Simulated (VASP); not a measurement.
A run of VASP 6.6.1 is set up as follows.

File POSCAR:

```
CdS
1.0
    0.0000000000      2.9392148420      2.9392148420
    2.9392148420      0.0000000000      2.9392148420
    2.9392148420      2.9392148420      0.0000000000
Cd S
1 1
Direct
    0.0000000000      0.0000000000      0.0000000000
    0.2500000000      0.2500000000      0.2500000000
```

INCAR.step1

```
ALGO = Normal ; EDIFF = 1E-5
ENCUT = 520 ; GGA = PE
ISIF = 2 ; ISMEAR = 0
LASPH = T ; LCHARG = F
LREAL = F ; LWAVE = T
NBANDS = 16 ; NELM = 60
PREC = Accurate ; SIGMA = 0.01
```

The input INCAR.step2:

```
ALGO = Normal ; EDIFF = 1E-6
ENCUT = 520 ; GGA = PE
HFSCREEN = 0.2079 ; ISIF = 2
ISMEAR = 0 ; ISTART = 1
LASPH = T ; LCHARG = F
LHFCALC = T ; LREAL = F
LWAVE = F ; NBANDS = 16
NELM = 60 ; PREC = Accurate
PRECFOCK = Normal ; SIGMA = 0.01
```

The input KPOINTS:

```
k-points
0
Gamma
  4 4 4
```

Potentials or basis: VASP PAW PBE potentials, release 64 (Cd, S).

Run with:

```bash
$ cat potpaw_PBE.64/Cd/POTCAR potpaw_PBE.64/S/POTCAR > POTCAR
$ cp INCAR.step1 INCAR
$ mpirun -np 1 vasp_std > vasp.out
$ cp INCAR.step2 INCAR
$ mpirun -np 1 vasp_std > vasp.out
```

**Question.** What does it give for the pressure?

**Answer.** 0.6 GPa.

**Question.** Estimate the band gap on the k mesh.

**Answer.** 2.12 eV, direct.

Caveat: the k points lie up to 0.46 Å⁻¹ apart; the PAW data sets were made with another functional, which shifts forces and pressure a little.
